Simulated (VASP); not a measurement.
A run of VASP 6.6.1:

The input INCAR:

```
SYSTEM = AlAs3
PREC = Accurate
ENCUT = 520
EDIFF = 1E-6
ISMEAR = 0
SIGMA = 0.1
LREAL = .False.
LASPH = .True.
NELM = 80
ALGO = Normal
ISIF = 2
LWAVE = .False.
LCHARG = .False.
GGA = PE
NBANDS = 28
```

File KPOINTS:

```
regular mesh
0
Gamma
  6 6 8
  0 0 0
```

The input POSCAR:

```
AlAs3
1.0
    5.9537850903      0.0000000000      0.0000000000
   -2.9768925452      5.1561291369      0.0000000000
    0.0000000000      0.0000000000      5.0203914839
Al As
2 6
Direct
    0.3333333333      0.6666666667      0.2500000000
    0.6666666667      0.3333333333      0.7500000000
    0.8185253328      0.6370506656      0.2500000000
    0.1814746672      0.8185253328      0.7500000000
    0.3629493344      0.1814746672      0.2500000000
    0.1814746672      0.3629493344      0.7500000000
    0.8185253328      0.1814746672      0.2500000000
    0.6370506656      0.8185253328      0.7500000000
```

Potentials or basis: VASP PAW PBE potentials, release 64 (Al, As).

Command:

```bash
$ cat potpaw_PBE.64/Al/POTCAR potpaw_PBE.64/As/POTCAR > POTCAR
$ mpirun -np 1 vasp_std > vasp.out
```

Hardware: 1 thread of AMD EPYC 7R43 64-Core Processor (Zen 3), with other jobs on the host.

Q: Estimate the wall time of this run.

A: It took 3.1 min on 1 thread of AMD EPYC 7R43 64-Core Processor (Zen 3), on a shared host, peak memory 0.31 GiB. Counts: scf iterations 12, k points 35.
